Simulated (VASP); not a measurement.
# RuC4 in VASP: single point with PBE

Aim: the single point of RuC4 with PBE.

Everything below comes from runs of VASP 6.6.1. Logs are shortened: lines on timing, memory, paths and dates and some standing lists are left out, and cuts for length are marked.

## 1. The cell of the first run

The typed cell holds 5 atoms: a = 5.045 Å, b = 5.045 Å, c = 5.045 Å, α = 93.43°, β = 93.43°, γ = 151.70°.

## 2. Single point, PBE

INCAR

```
PREC = Accurate
ENCUT = 520
EDIFF = 1E-6
ISMEAR = 0
SIGMA = 0.1
LREAL = F
LASPH = T
NELM = 80
ALGO = Normal
ISIF = 2
LWAVE = F
LCHARG = T
GGA = PE
LELF = T
LVHAR = T
NBANDS = 23
```

KPOINTS

```
Automatic mesh
0
Gamma
  6 6 6
```

POSCAR

```
RuC4
1.0
   -3.4589186102      3.4589186102      1.2333394035
    3.4589186102     -3.4589186102      1.2333394035
    3.4589186102      3.4589186102     -1.2333394035
Ru C
1 4
Direct
    0.0000000000      0.0000000000      0.0000000000
    0.7819816634      0.7820126036      0.5639942669
    0.2180183366      0.2179873964      0.4360057331
    0.2179873964      0.7819816634     -0.0000309402
    0.7820126036      0.2180183366      1.0000309402
```

Potentials or basis: VASP PAW PBE potentials, release 64 (Ru_pv, C).

Run with:

```sh
> cat potpaw_PBE.64/Ru_pv/POTCAR potpaw_PBE.64/C/POTCAR > POTCAR
> mpirun -np 1 vasp_std > vasp.out
```

OUTCAR:

```text
PREC = Accurate
   ENCUT = 520
   EDIFF = 1E-6
   ISMEAR = 0
   LREAL = F
   LASPH = T
   NELM = 80
   ISIF = 2
   GGA = PE

 ion  position               nearest neighbor table
   1  0.000  0.000  0.000-   4 2.13   5 2.13   2 2.13   3 2.13
   2  0.782  0.782  0.564-   3 1.38   3 1.38   1 2.13
   3  0.218  0.218  0.436-   2 1.38   2 1.38   1 2.13
   4  0.218  0.782  1.000-   5 1.38   5 1.38   1 2.13
   5  0.782  0.218  0.000-   4 1.38   4 1.38   1 2.13

  LATTYP: Found a body centered tetragonal cell.
 ALAT       =     6.9178372204
 C/A-ratio  =     0.3565679169

  Lattice vectors:

 A1 = (  -3.4589186102,   3.4589186102,   1.2333394035)
 A2 = (   3.4589186102,  -3.4589186102,   1.2333394035)
 A3 = (   3.4589186102,   3.4589186102,  -1.2333394035)

Analysis of symmetry for initial positions (statically):
=====================================================================
 Subroutine PRICEL returns:
 Original cell was already a primitive cell.

 Routine SETGRP: Setting up the symmetry group for a
 body centered tetragonal supercell.

 Subroutine GETGRP returns: Found  8 space group operations
 (whereof  8 operations were pure point group operations)
 out of a pool of 16 trial point group operations.

The static configuration has the point symmetry C_4h.

Analysis of symmetry for dynamics (positions and initial velocities):
=====================================================================
 Subroutine PRICEL returns:
 Original cell was already a primitive cell.

 Routine SETGRP: Setting up the symmetry group for a
 body centered tetragonal supercell.

 Subroutine GETGRP returns: Found  8 space group operations
 (whereof  8 operations were pure point group operations)
 out of a pool of 16 trial point group operations.

The dynamic configuration has the point symmetry C_4h.

 Subroutine INISYM returns: Found  8 space group operations
 (whereof  8 operations are pure point group operations),
 and found     1 'primitive' translations

----------------------------------------------------------------------------------------

                                     Primitive cell

  volume of cell :      59.0233

  direct lattice vectors                    reciprocal lattice vectors
    -3.458918610  3.458918610  1.233339404     0.000000000  0.144553849  0.405403410
     3.458918610 -3.458918610  1.233339404     0.144553849  0.000000000  0.405403410
     3.458918610  3.458918610 -1.233339404     0.144553849  0.144553849  0.000000000

  length of vectors
     5.044736067  5.044736067  5.044736067     0.430404159  0.430404159  0.204430014

  position of ions in fractional coordinates (direct lattice)
     0.000000000  0.000000000  0.000000000
     0.781981663  0.782012604  0.563994267
     0.218018337  0.217987396  0.436005733
     0.217987396  0.781981663  0.999969060
     0.782012604  0.218018337  0.000030940

  ion indices of the primitive-cell ions
   primitive index   ion index
                 1           1
                 2           2
                 3           3
                 4           4
                 5           5

----------------------------------------------------------------------------------------

 KPOINTS: Automatic mesh

Automatic generation of k-mesh.
 Grid dimensions read from file:
 generate k-points for:    6    6    6

 Generating k-lattice:

  Cartesian coordinates                     Fractional coordinates (reciprocal lattice)
     0.000000000  0.024092308  0.067567235     0.166666667  0.000000000  0.000000000
     0.024092308  0.000000000  0.067567235     0.000000000  0.166666667  0.000000000
     0.024092308  0.024092308  0.000000000     0.000000000  0.000000000  0.166666667

  Length of vectors
     0.071734027  0.071734027  0.034071669

  Shift w.r.t. Gamma in fractional coordinates (k-lattice)
     0.000000000  0.000000000  0.000000000

 Subroutine IBZKPT returns following result:
 ===========================================

 Found     36 irreducible k-points:

 Following reciprocal coordinates:
            Coordinates               Weight
  0.000000  0.000000  0.000000      1.000000
  0.166667  0.000000  0.000000      8.000000
  0.333333  0.000000  0.000000      8.000000
  0.500000  0.000000  0.000000      4.000000
  0.166667  0.166667  0.000000      8.000000
  0.333333  0.166667  0.000000      8.000000
[... 16 lines left out ...]
 -0.333333  0.333333 -0.166667      4.000000
 -0.166667  0.333333  0.166667      8.000000
 [... further k-points ...]
   k-points           NKPTS =     36   k-points in BZ     NKDIM =     36   number of bands    NBANDS=     23
   number of dos      NEDOS =    301   number of ions     NIONS =      5
   total plane-waves  NPLWV =  64000
   dimension x,y,z NGX =    40 NGY =   40 NGZ =   40
   dimension x,y,z NGXF=    80 NGYF=   80 NGZF=   80
   ions per type =               1   4
   NGX,Y,Z   is equivalent  to a cutoff of  13.18, 13.18, 13.18 a.u.
   NGXF,Y,Z  is equivalent  to a cutoff of  26.36, 26.36, 26.36 a.u.
 SYSTEM =  unknown system
   PREC   = accura    normal or accurate (medium, high low for compatibility)
   ISTART =      0    job   : 0-new  1-cont  2-samecut
   ICHARG =      2    charge: 1-file 2-atom 10-const
   ISPIN  =      1    spin polarized calculation?
   LNONCOLLINEAR =      F non collinear calculations
   LSORBIT =      F    spin-orbit coupling
   LASPH  =      T    aspherical Exc in radial PAW
   ENCUT  =  520.0 eV  38.22 Ry    6.18 a.u.   9.38  9.38  9.38*2*pi/ulx,y,z
   NELM   =     80;   NELMIN=  2; NELMDL= -5     # of ELM steps
   EDIFF  = 0.1E-05   stopping-criterion for ELM
   LREAL  =      F    real-space projection
   EDIFFG = 0.1E-04   stopping-criterion for IOM
   NSW    =      0    number of steps for IOM
   IBRION =     -1    ionic relax: 0-MD 1-quasi-New 2-CG
   NFREE  =      0    steps in history (QN), initial steepest desc. (CG)
   ISIF   =      2    stress and relaxation
   ISYM   =      2    0-nonsym 1-usesym 2-fastsym
   POTIM  = 0.5000    time-step for ionic-motion
   TEBEG  =    0.0;   TEEND  =   0.0 temperature during run
   PSTRESS=    0.0 pullay stress
   NELECT =      30.0000    total number of electrons
   NUPDOWN=      -1.0000    fix difference up-down
   EMIN   =  10.00;   EMAX   =-10.00  energy-range for DOS
   EFERMI =   0.00;   METHOD = LEGACY
   ISMEAR =     0;   SIGMA  =   0.10  broadening in eV -4-tet -1-fermi 0-gaus
   EFERMI_NEDOS =   21; number of points for ismear=-14 and -15
   IALGO  =     38    algorithm
   IMIX   =      4    mixing-type and parameters
     AMIX     =   0.40;   BMIX     =  1.00
     AMIX_MAG =   1.60;   BMIX_MAG =  1.00
  volume/ion in A,a.u.               =      11.80        79.66
  Fermi-wavevector in a.u.,A,eV,Ry     =   1.306494  2.468916 23.224153  1.706927
  Thomas-Fermi vector in A             =   2.437292
   LORBIT       =      0    0 simple, 1 ext, 2 COOP (PROOUT), +10 PAW based schemes
   GGA     = PE    functional components
   LHFCALC =     F    Hartree Fock is set to
   AEXX    =    0.0000 exact exchange contribution
   IVDW    =     0    specifies the selected vdW correction
   LEPSILON=     F    determine dielectric tensor
   LRPA    =     F    only Hartree local field effects (RPA)
 non-spin polarized calculation
 Gauss-broadening in eV      SIGMA  =   0.10
  energy-cutoff  :      520.00
  volume of cell :       59.02
 maximum number of plane-waves:      1617
 NGX is ok and might be reduce to    40
   NGX = 19   NGY = 19   NGZ = 19

 number of electron      30.0000001 magnetization

 Free energy of the ion-electron system (eV)
  ---------------------------------------------------
  ext. energy  EPLUGINS =         0.00000000
  ---------------------------------------------------
  free energy    TOTEN  =       -41.27314253 eV

  energy without entropy =      -41.24820689  energy(sigma->0) =      -41.26067471

 E-fermi :   4.4813     XC(G=0): -10.2844

 val. band max:        4.4812088690   @ k =  -0.1667   0.3333  -0.0000
 cond. band min:       4.4841831726   @ k =   0.5000   0.3333   0.0000
 fundamental gap:      0.0029743036
 Fermi energy:         4.4813027985

 k-point     1 :       0.0000    0.0000    0.0000
  band No.  band energies     occupation
      1     -38.0452      2.00000
      2     -38.0452      2.00000
      3     -37.6282      2.00000
      4     -12.3367      2.00000
      5     -11.7948      2.00000
      6      -2.0243      2.00000
[... 15 lines left out ...]
     22      13.9191      0.00000
     23      13.9191      0.00000

 k-point     2 :       0.1667    0.0000    0.0000
  band No.  band energies     occupation
      1     -38.0113      2.00000
      2     -38.0113      2.00000
      3     -37.9372      2.00000
      4     -11.8440      2.00000
      5     -11.3583      2.00000
      6      -2.4674      2.00000
[... 15 lines left out ...]
     22      13.6152      0.00000
     23      15.6058      0.00000

 k-point     3 :       0.3333    0.0000    0.0000
  band No.  band energies     occupation
      1     -38.5288      2.00000
      2     -37.9429      2.00000
      3     -37.9429      2.00000
      4     -10.4127      2.00000
      5     -10.0666      2.00000
      6      -5.3175      2.00000
[... 15 lines left out ...]
     22      12.8346      0.00000
     23      15.7432      0.00000

 k-point     4 :       0.5000    0.0000    0.0000
  band No.  band energies     occupation
      1     -38.8128      2.00000
      2     -37.9084      2.00000
      3     -37.9084      2.00000
      4      -8.2462      2.00000
      5      -8.0829      2.00000
      6      -8.0585      2.00000
[... 15 lines left out ...]
     22      15.6044      0.00000
     23      15.9041      0.00000

 k-point     5 :       0.1667    0.1667    0.0000
  band No.  band energies     occupation
      1     -38.5288      2.00000
      2     -37.9430      2.00000
      3     -37.9429      2.00000
      4     -10.4530      2.00000
      5     -10.0551      2.00000
      6      -5.2947      2.00000
[... 15 lines left out ...]
     22      12.5529      0.00000
     23      15.6833      0.00000

 k-point     6 :       0.3333    0.1667    0.0000
  band No.  band energies     occupation
      1     -38.8128      2.00000
      2     -37.9084      2.00000
      3     -37.9084      2.00000
      4      -8.2402      2.00000
      5      -8.0766      2.00000
      6      -8.0513      2.00000
[... 15 lines left out ...]
     22      15.6043      0.00000
     23      15.8292      0.00000

 k-point     7 :      -0.1667   -0.3333   -0.0000
  band No.  band energies     occupation
      1     -38.8128      2.00000
      2     -37.9084      2.00000
      3     -37.9084      2.00000
      4      -8.2402      2.00000
      5      -8.0766      2.00000
      6      -8.0513      2.00000
[... 353 lines left out ...]
     22      13.8642      0.00000
     23      14.2368      0.00000

 k-point    21 :       0.3333    0.3333    0.1667
  band No.  band energies     occupation
      1     -38.5288      2.00000
      2     -37.9432      2.00000
      3     -37.9428      2.00000
      4     -10.2707      2.00000
      5     -10.1523      2.00000
      6      -5.2976      2.00000
[... 15 lines left out ...]
     22      13.7880      0.00000
     23      15.6046      0.00000

 k-point    22 :      -0.3333    0.3333    0.1667
  band No.  band energies     occupation
      1     -38.0457      2.00000
      2     -38.0453      2.00000
      3     -37.6283      2.00000
      4     -12.1076      2.00000
      5     -11.8452      2.00000
      6      -3.2165      2.00000
[... 15 lines left out ...]
     22      13.8477      0.00000
     23      14.3806      0.00000

 k-point    23 :      -0.3333    0.3333   -0.1667
  band No.  band energies     occupation
      1     -38.0457      2.00000
      2     -38.0453      2.00000
      3     -37.6283      2.00000
      4     -12.1076      2.00000
      5     -11.8452      2.00000
      6      -3.2164      2.00000
[... 15 lines left out ...]
     22      13.8477      0.00000
     23      14.3806      0.00000

 k-point    24 :      -0.1667    0.3333    0.1667
  band No.  band energies     occupation
      1     -38.0115      2.00000
      2     -38.0115      2.00000
      3     -37.9372      2.00000
      4     -11.6647      2.00000
      5     -11.3952      2.00000
      6      -2.7469      2.00000
[... 15 lines left out ...]
     22      13.9399      0.00000
     23      15.6045      0.00000

 [... further k-points ...]

------------------------ aborting loop because EDIFF is reached ----------------------------------------

  FORCE on cell =-STRESS in cart. coord.  units (eV):
  Direction    XX          YY          ZZ          XY          YZ          ZX
  --------------------------------------------------------------------------------------
  -------------------------------------------------------------------------------------
  Total        0.0146970      0.0146970      0.2585536     -0.0000000      0.0000000      0.0000000
  in kB        0.3989471      0.3989471      7.0183962     -0.0000001      0.0000000      0.0000000
  external PRESSURE =       2.6054301 kB  Pullay stress =       0.0000000 kB

 VOLUME and BASIS-vectors are now :
 -----------------------------------------------------------------------------
  energy-cutoff  :      520.00
  volume of cell :       59.02
      direct lattice vectors                 reciprocal lattice vectors
    -3.458918610  3.458918610  1.233339404     0.000000000  0.144553849  0.405403410
     3.458918610 -3.458918610  1.233339404     0.144553849  0.000000000  0.405403410
     3.458918610  3.458918610 -1.233339404     0.144553849  0.144553849  0.000000000

 POSITION                                       TOTAL-FORCE (eV/Angst)
 -----------------------------------------------------------------------------------
      0.00000      0.00000      0.00000        -0.000000      0.000000     -0.000000
      1.95092      1.95070      1.23334         0.016865      0.019943      0.000000
      1.50800      1.50822     -0.00000        -0.016865     -0.019943     -0.000000
      5.40962      1.50800      0.00000         0.019943     -0.016865     -0.000000
     -1.95070      1.95092      1.23334        -0.019943      0.016865     -0.000000
 -----------------------------------------------------------------------------------
    total drift:                               -0.000000     -0.000000     -0.000000

  FREE ENERGIE OF THE ION-ELECTRON SYSTEM (eV)
  ---------------------------------------------------
  free  energy   TOTEN  =       -41.2731425283 eV

  energy  without entropy=      -41.2482068915  energy(sigma->0) =      -41.26067471
```

Wall time 37 s (1 thread of Intel Xeon 6975P-C (Granite Rapids), shared host); peak memory 0.25 GiB.

Results:

```yaml
Free_energy: -41.2731 eV
Pressure: 0.3 GPa
Largest_force: 0.026 eV/Å
Band_gap_on_the_k_mesh: zero (band 15 reaches 5.26 eV, above the bottom of band 16 at 3.11 eV)
```

Forces in eV/Å, atoms in the order of the input:
```
Ru   0.000  0.000  0.000
C    0.017  0.020  0.000
C   -0.017 -0.020  0.000
C    0.020 -0.017  0.000
C   -0.020  0.017  0.000
```

Levels at points of the mesh, in eV from the Fermi level:
```tsv
k point	band 13	band 14	band 15	band 16	band 17	band 18
(0.00, 0.00, 0.00)	-2.97	-2.33	-2.13	1.04	1.04	5.20
(0.50, 0.00, 0.00)	-2.29	-2.06	0.13	0.65	1.05	1.65
(0.50, 0.50, 0.00)	-2.65	-0.86	0.75	1.04	2.01	5.34
(0.50, 0.50, 0.50)	-0.25	0.75	0.75	1.34	1.34	3.37
```

Caveat: the k points lie up to 0.45 Å⁻¹ apart.
